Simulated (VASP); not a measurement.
Mg2Si3N, 6 atoms in the cell. The structure is tetragonal, space group P4mm (No. 99). Conventional cell: a = 3.345 Å, b = 3.345 Å, c = 8.491 Å, α = 90.00°, β = 90.00°, γ = 90.00°. Mg (site symmetry 4mm) has 4 N at 2.38 Å within 3.1 Å. Within 2.6 Å of Mg (site symmetry 4mm) lie 1 N at 1.99 Å. Si (site symmetry 2mm) has 6 Si at 2.37 to 2.54 Å within 3.1 Å. Within 3.4 Å of Si (site symmetry 4mm) lie 8 Si at 2.54 to 3.35 Å and 4 Mg at 2.84 Å. N (site symmetry 4mm) has 5 Mg at 1.99 to 2.38 Å within 2.6 Å. The cell was built from a structure type or drawn by symmetry, and may not be a known phase.

* Program: VASP 6.6.1
* Task: single point
* Functional: PBE
* Potentials or basis: VASP PAW PBE potentials, release 64 (Mg, Si, N)
* Cutoff: 600 eV
* k mesh: 5 × 5 × 3
* Occupations: gaussian, width 0.2 eV
* Spin: no spin polarisation
* Dipole correction: no
* Further INCAR settings: ALGO = Normal; EDIFF = 1e-06; NBANDS = 20

Potentials or basis: VASP PAW PBE potentials, release 64 (Mg, Si, N).

Run with:

```console
$ cat potpaw_PBE.64/Mg/POTCAR potpaw_PBE.64/Si/POTCAR potpaw_PBE.64/N/POTCAR > POTCAR
$ mpirun -np 1 vasp_std > vasp.out
```

Hardware: 1 thread of Intel Xeon 8259CL, with other jobs on the host.

Task: How long does it take, and how much memory?

Result: Wall time 63 s on 1 thread of Intel Xeon 8259CL (shared host), peak memory 0.24 GiB. Counts: scf iterations 15, k points 12.
